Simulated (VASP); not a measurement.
# B (P1) in VASP: relaxation of cell and atoms with PBE

Aim: the relaxation of cell and atoms of B with PBE.

Program: VASP 6.6.1. These are calculated values, not measurements. Logs are shortened: lines on timing, memory, paths and dates and some standing lists are left out, and cuts for length are marked.

### Step 1. The cell of the first run

The typed cell holds 4 atoms: a = 3.017 Å, b = 2.969 Å, c = 3.869 Å, α = 89.79°, β = 89.56°, γ = 118.17°.

### Step 2. Relaxation of cell and atoms, PBE

Input file INCAR:

```
SYSTEM = B
PREC     = Accurate       ! precision mode
ENCUT    = 600            ! plane-wave cutoff, eV
EDIFF    = 1E-6           ! SCF threshold, eV
ISMEAR   = 0              ! smearing method
SIGMA    = 0.2            ! smearing width, eV
LREAL    = .False.        ! projectors in reciprocal space
LASPH    = .True.         ! aspherical terms in the spheres
NELM     = 60             ! most SCF steps
ALGO     = Normal         ! electronic algorithm
ISIF     = 3              ! what is computed and relaxed
LWAVE    = .False.        ! write WAVECAR
LCHARG   = .False.        ! write CHGCAR
GGA      = PE             ! functional
IBRION   = 2              ! ionic algorithm
NSW      = 80             ! ionic steps
EDIFFG   = -0.025         ! ionic threshold
```

Input file KPOINTS:

```
Automatic mesh
0
Gamma
  12 12 6
  0 0 0
```

Input file POSCAR:

```
B
1.0
    3.0161960380      0.0614535345      0.0113961429
   -1.4548776970      2.5880650034      0.0055057534
    0.0146486974      0.0166294084      3.8689432432
B
4
Direct
    0.3241767274      0.6111665773      0.0438881282
    0.3256067066      0.6758847435      0.5025759910
    0.6483571230      0.3397477365     -0.0180451550
    0.7018594430      0.3732009427      0.4715810359
```

Potentials or basis: VASP PAW PBE potentials, release 64 (B).

Launch:

```console
> cat potpaw_PBE.64/B/POTCAR > POTCAR
> mpirun -np 1 vasp_std > vasp.out
```

OUTCAR:

```text
SYSTEM = B
   PREC = Accurate
   ENCUT = 600
   EDIFF = 1E-6
   ISMEAR = 0
   LREAL = .False.
   LASPH = .True.
   NELM = 60
   ISIF = 3
   GGA = PE
   IBRION = 2
   NSW = 80
   EDIFFG = -0.025

 ion  position               nearest neighbor table
   1  0.324  0.611  0.044-   3 1.55   2 1.79   3 1.82   3 1.92   2 2.10
   2  0.326  0.676  0.503-   4 1.66   4 1.75   1 1.79   4 1.83   1 2.10
   3  0.648  0.340  0.982-   1 1.55   1 1.82   4 1.90   1 1.92   4 1.98
   4  0.702  0.373  0.472-   2 1.66   2 1.75   2 1.83   3 1.90   3 1.98

  LATTYP: Found a triclinic cell.
 ALAT       =     3.0753778823
 B/A-ratio  =     0.9653998998
 C/A-ratio  =     1.2580589640
 COS(alpha) =     0.0037457572
 COS(beta)  =     0.0111208917
 COS(gamma) =     0.5022276996

  Lattice vectors:

 A1 = (   1.5613183410,   2.6495185379,   0.0169018963)
 A2 = (  -1.4548776970,   2.5880650034,   0.0055057534)
 A3 = (   0.0146486974,   0.0166294084,   3.8689432432)

Analysis of symmetry for initial positions (statically):
=====================================================================
 Subroutine PRICEL returns:
 Original cell was already a primitive cell.

 Routine SETGRP: Setting up the symmetry group for a
 triclinic supercell.

 Subroutine GETGRP returns: Found  1 space group operations
 (whereof  1 operations were pure point group operations)
 out of a pool of  2 trial point group operations.

The static configuration has the point symmetry C_1 .

Analysis of symmetry for dynamics (positions and initial velocities):
=====================================================================
 Subroutine PRICEL returns:
 Original cell was already a primitive cell.

 Routine SETGRP: Setting up the symmetry group for a
 triclinic supercell.

 Subroutine GETGRP returns: Found  1 space group operations
 (whereof  1 operations were pure point group operations)
 out of a pool of  2 trial point group operations.

The dynamic configuration has the point symmetry C_1 .

 Subroutine INISYM returns: Found  1 space group operations
 (whereof  1 operations are pure point group operations),
 and found     1 'primitive' translations

----------------------------------------------------------------------------------------

                                     Primitive cell

  volume of cell :      30.5463

  direct lattice vectors                    reciprocal lattice vectors
     3.016196038  0.061453534  0.011396143     0.327796609  0.184274803 -0.002033158
    -1.454877697  2.588065003  0.005505753    -0.007777389  0.382020439 -0.001612545
     0.014648697  0.016629408  3.868943243    -0.000954472 -0.001086429  0.258476795

  length of vectors
     3.016843541  2.968969499  3.869006712     0.376047807  0.382103002  0.258480840

  position of ions in fractional coordinates (direct lattice)
     0.324176727  0.611166577  0.043888128
     0.325606707  0.675884743  0.502575991
     0.648357123  0.339747737  0.981954845
     0.701859443  0.373200943  0.471581036

  ion indices of the primitive-cell ions
   primitive index   ion index
                 1           1
                 2           2
                 3           3
                 4           4

----------------------------------------------------------------------------------------

 KPOINTS: Automatic mesh

Automatic generation of k-mesh.
 Grid dimensions read from file:
 generate k-points for:   12   12    6

 Generating k-lattice:

  Cartesian coordinates                     Fractional coordinates (reciprocal lattice)
     0.027316384  0.015356234 -0.000169430     0.083333333  0.000000000 -0.000000000
    -0.000648116  0.031835037 -0.000134379     0.000000000  0.083333333  0.000000000
    -0.000159079 -0.000181072  0.043079466    -0.000000000 -0.000000000  0.166666667

  Length of vectors
     0.031337317  0.031841917  0.043080140

  Shift w.r.t. Gamma in fractional coordinates (k-lattice)
     0.000000000  0.000000000  0.000000000

 Subroutine IBZKPT returns following result:
 ===========================================

 Found    436 irreducible k-points:

 Following reciprocal coordinates:
            Coordinates               Weight
  0.000000  0.000000  0.000000      1.000000
  0.083333  0.000000  0.000000      2.000000
  0.166667 -0.000000  0.000000      2.000000
  0.250000 -0.000000  0.000000      2.000000
  0.333333  0.000000  0.000000      2.000000
  0.416667  0.000000  0.000000      2.000000
[... 16 lines left out ...]
  0.250000  0.166667  0.000000      2.000000
  0.333333  0.166667  0.000000      2.000000
 [... further k-points ...]
   k-points           NKPTS =    436   k-points in BZ     NKDIM =    436   number of bands    NBANDS=     10
   number of dos      NEDOS =    301   number of ions     NIONS =      4
   total plane-waves  NPLWV =  18432
   dimension x,y,z NGX =    24 NGY =   24 NGZ =   32
   dimension x,y,z NGXF=    48 NGYF=   48 NGZF=   64
   ions per type =               4
   NGX,Y,Z   is equivalent  to a cutoff of  13.23, 13.44, 13.75 a.u.
   NGXF,Y,Z  is equivalent  to a cutoff of  26.45, 26.88, 27.50 a.u.
 SYSTEM =  B
   PREC   = accura    normal or accurate (medium, high low for compatibility)
   ISTART =      0    job   : 0-new  1-cont  2-samecut
   ICHARG =      2    charge: 1-file 2-atom 10-const
   ISPIN  =      1    spin polarized calculation?
   LNONCOLLINEAR =      F non collinear calculations
   LSORBIT =      F    spin-orbit coupling
   LASPH  =      T    aspherical Exc in radial PAW
   ENCUT  =  600.0 eV  44.10 Ry    6.64 a.u.   6.03  5.93  7.73*2*pi/ulx,y,z
   NELM   =     60;   NELMIN=  2; NELMDL= -5     # of ELM steps
   EDIFF  = 0.1E-05   stopping-criterion for ELM
   LREAL  =      F    real-space projection
   EDIFFG = -.3E-01   stopping-criterion for IOM
   NSW    =     80    number of steps for IOM
   IBRION =      2    ionic relax: 0-MD 1-quasi-New 2-CG
   NFREE  =      1    steps in history (QN), initial steepest desc. (CG)
   ISIF   =      3    stress and relaxation
   ISYM   =      2    0-nonsym 1-usesym 2-fastsym
   POTIM  = 0.5000    time-step for ionic-motion
   TEBEG  =    0.0;   TEEND  =   0.0 temperature during run
   PSTRESS=    0.0 pullay stress
   NELECT =      12.0000    total number of electrons
   NUPDOWN=      -1.0000    fix difference up-down
   EMIN   =  10.00;   EMAX   =-10.00  energy-range for DOS
   EFERMI =   0.00;   METHOD = LEGACY
   ISMEAR =     0;   SIGMA  =   0.20  broadening in eV -4-tet -1-fermi 0-gaus
   EFERMI_NEDOS =   21; number of points for ismear=-14 and -15
   IALGO  =     38    algorithm
   IMIX   =      4    mixing-type and parameters
     AMIX     =   0.40;   BMIX     =  1.00
     AMIX_MAG =   1.60;   BMIX_MAG =  1.00
  volume/ion in A,a.u.               =       7.64        51.53
  Fermi-wavevector in a.u.,A,eV,Ry     =   1.198990  2.265762 19.559421  1.437577
  Thomas-Fermi vector in A             =   2.334864
   LORBIT       =      0    0 simple, 1 ext, 2 COOP (PROOUT), +10 PAW based schemes
   GGA     = PE    functional components
   LHFCALC =     F    Hartree Fock is set to
   AEXX    =    0.0000 exact exchange contribution
   IVDW    =     0    specifies the selected vdW correction
   LEPSILON=     F    determine dielectric tensor
   LRPA    =     F    only Hartree local field effects (RPA)
 conjugate gradient relaxation of ions
 non-spin polarized calculation
 Gauss-broadening in eV      SIGMA  =   0.20
  energy-cutoff  :      600.00
  volume of cell :       30.55
 maximum number of plane-waves:      1036
   NGX = 13   NGY = 11   NGZ = 15

--------------------------------------- Ionic step        1  -------------------------------------------

 number of electron      12.0000000 magnetization

 Free energy of the ion-electron system (eV)
  ---------------------------------------------------
  ext. energy  EPLUGINS =         0.00000000
  ---------------------------------------------------
  free energy    TOTEN  =       -23.44091618 eV

  energy without entropy =      -23.42074737  energy(sigma->0) =      -23.43083177

------------------------ aborting loop because EDIFF is reached ----------------------------------------

  FORCE on cell =-STRESS in cart. coord.  units (eV):
  Direction    XX          YY          ZZ          XY          YZ          ZX
  --------------------------------------------------------------------------------------
  -------------------------------------------------------------------------------------
  Total        2.1281372     -1.6795282      1.0928707     -2.3009490      1.1934459     -0.6017220
  in kB      111.6223304    -88.0924672     57.3218591   -120.6864368     62.5970967    -31.5607558
  external PRESSURE =      26.9505741 kB  Pullay stress =       0.0000000 kB
[... 95 lines left out ...]
  FREE ENERGIE OF THE ION-ELECTRON SYSTEM (eV)
  ---------------------------------------------------
  free  energy   TOTEN  =       -23.9092289861 eV

  energy  without entropy=      -23.8886388373  energy(sigma->0) =      -23.89893391

[... ionic steps 4 to 34 ...]

--------------------------------------- Ionic step       35  -------------------------------------------

 number of electron      12.0000000 magnetization

------------------------ aborting loop because EDIFF is reached ----------------------------------------
[... 71 lines left out ...]
--------------------------------------- Ionic step       37  -------------------------------------------

 number of electron      12.0000000 magnetization

 Free energy of the ion-electron system (eV)
  ---------------------------------------------------
  ext. energy  EPLUGINS =         0.00000000
  ---------------------------------------------------
  free energy    TOTEN  =       -25.95413984 eV

  energy without entropy =      -25.94720197  energy(sigma->0) =      -25.95067091

 E-fermi :   8.6180     XC(G=0): -12.1624

 val. band max:        8.6140837992   @ k =  -0.0000   0.0833   0.5000
 cond. band min:       8.6190780582   @ k =   0.0833  -0.4167   0.1667
 fundamental gap:      0.0049942591
 Fermi energy:         8.6179789265

 k-point     1 :       0.0000    0.0000    0.0000
  band No.  band energies     occupation
      1      -9.1863      2.00000
      2      -0.1920      2.00000
      3       3.1313      2.00000
      4       4.4300      2.00000
      5       4.6991      2.00000
      6       4.9451      2.00000
      7       9.0864      0.00093
      8      12.1818      0.00000
      9      13.9823      0.00000
     10      14.9561      0.00000
[... 287 lines left out ...]
 k-point    24 :       0.3333    0.1667    0.0000
  band No.  band energies     occupation
      1      -6.1531      2.00000
      2      -3.0210      2.00000
      3      -0.4019      2.00000
      4       2.0744      2.00000
      5       4.1109      2.00000
      6       6.5130      2.00000
      7       9.0947      0.00075
      8      10.5652      0.00000
      9      13.3705      0.00000
     10      15.0059      0.00000

 [... further k-points ...]

------------------------ aborting loop because EDIFF is reached ----------------------------------------

  FORCE on cell =-STRESS in cart. coord.  units (eV):
  Direction    XX          YY          ZZ          XY          YZ          ZX
  --------------------------------------------------------------------------------------
  -------------------------------------------------------------------------------------
  Total       -0.0037136      0.0158283      0.0106392     -0.0031018      0.0098699      0.0092502
  in kB       -0.2253975      0.9606917      0.6457374     -0.1882595      0.5990474      0.5614346
  external PRESSURE =       0.4603439 kB  Pullay stress =       0.0000000 kB
[... 19 lines left out ...]
  FREE ENERGIE OF THE ION-ELECTRON SYSTEM (eV)
  ---------------------------------------------------
  free  energy   TOTEN  =       -25.9541398445 eV

  energy  without entropy=      -25.9472019670  energy(sigma->0) =      -25.95067091

 reached required accuracy - stopping structural energy minimisation
```

Wall time 35 min (1 thread of Intel Xeon Platinum 8375C at 2.90GHz (Ice Lake), shared host); peak memory 0.3 GiB.

Results:

```yaml
Free_energy: -25.9541 eV
Relaxed_volume: 6.60 Å³/atom
Relaxed_cell: a = 2.909 Å, b = 3.153 Å, c = 3.248 Å, α = 87.78°, β = 89.95°, γ = 117.55°
Space_group_after_relaxing_to_0.1_Å: C2/m (No. 12)
Energy_gained_by_relaxing: 628.3 meV/atom
Ionic_steps: 37
Pressure_after_relaxing: 0.0 GPa
Largest_force_after_relaxing: 0.022 eV/Å
Band_gap_on_the_k_mesh: zero (bands 6 and 7 overlap by 1.63 eV)
```

Forces in eV/Å, atoms in the order of the input:
```
B   -0.016 -0.007  0.004
B    0.022 -0.004  0.001
B   -0.018  0.006  0.002
B    0.012  0.005 -0.007
```

Step by step:
| step | energy change (eV) | largest force (eV/Å) | pressure (GPa) | volume (Å³) |
| --- | --- | --- | --- | --- |
| 1 | 0.0000 | 3.8706 | 2.70 | 30.55 |
| 2 | -0.3274 | 1.4364 | -5.16 | 31.07 |
| 3 | -0.4683 | 1.1571 | -6.34 | 30.86 |
| 4 | -0.6034 | 0.9019 | -1.18 | 29.68 |
| 5 | -0.6187 | 1.2688 | 1.84 | 29.16 |
| 6 | -0.7296 | 1.4966 | 1.39 | 28.71 |
| 7 | -1.0033 | 3.1579 | 2.24 | 27.34 |
| 8 | -0.2831 | 8.6605 | 35.57 | 24.45 |
| 9 | -1.0124 | 3.7711 | 4.40 | 26.97 |
| 10 | -1.0086 | 5.5387 | 10.62 | 26.00 |
| 11 | -1.0362 | 4.5690 | 6.66 | 26.52 |
| 12 | -1.0777 | 4.6200 | 6.61 | 26.42 |
| 13 | -1.1831 | 4.7104 | 7.07 | 26.13 |
| 14 | -1.2504 | 4.3335 | 11.78 | 25.52 |
| 15 | -1.2596 | 4.5468 | 9.74 | 25.70 |
| 16 | -1.3602 | 3.8593 | 8.01 | 25.75 |
| 17 | -1.5747 | 1.9937 | 3.87 | 25.90 |
| 18 | -1.6478 | 1.6972 | -0.18 | 26.20 |
| 19 | -1.6725 | 1.1275 | 0.54 | 26.10 |
| 20 | -1.7244 | 0.9457 | 0.05 | 26.13 |
| 21 | -1.8440 | 0.7757 | -0.76 | 26.20 |
| 22 | -1.9214 | 1.6705 | 0.09 | 26.30 |
| 23 | -1.9858 | 1.6430 | -0.16 | 26.34 |
| 24 | -2.1497 | 1.6278 | 0.38 | 26.43 |
| 25 | -2.1902 | 1.6208 | 5.67 | 26.49 |
| 26 | -2.2299 | 1.6774 | 2.92 | 26.48 |
| 27 | -2.3654 | 0.9459 | 0.02 | 26.64 |
| 28 | -2.4569 | 0.6651 | -3.11 | 26.89 |
| 29 | -2.4854 | 0.4936 | -1.99 | 26.71 |
| 30 | -2.5009 | 0.4103 | -0.10 | 26.45 |
| 31 | -2.5079 | 0.2272 | 0.26 | 26.40 |
| 32 | -2.5108 | 0.1236 | 0.79 | 26.34 |
| 33 | -2.5122 | 0.0582 | 0.00 | 26.40 |
| 34 | -2.5123 | 0.0707 | -0.11 | 26.41 |
| 35 | -2.5128 | 0.0339 | -0.14 | 26.41 |
| 36 | -2.5130 | 0.0554 | -0.19 | 26.42 |
| 37 | -2.5132 | 0.0223 | 0.05 | 26.40 |

Final structure:
```
B
1.0
     2.90942    0.00234   -0.00470
    -1.46047    2.79460    0.02557
     0.00815    0.11668    3.24625
B
4
Direct
  0.27048 0.53853 0.07959
  0.39981 0.80410 0.55713
  0.60009 0.19588 0.94284
  0.72962 0.46150 0.42044
```

Caveat: a cell axis changed by over 15 % at a fixed basis, so the end point is rough.
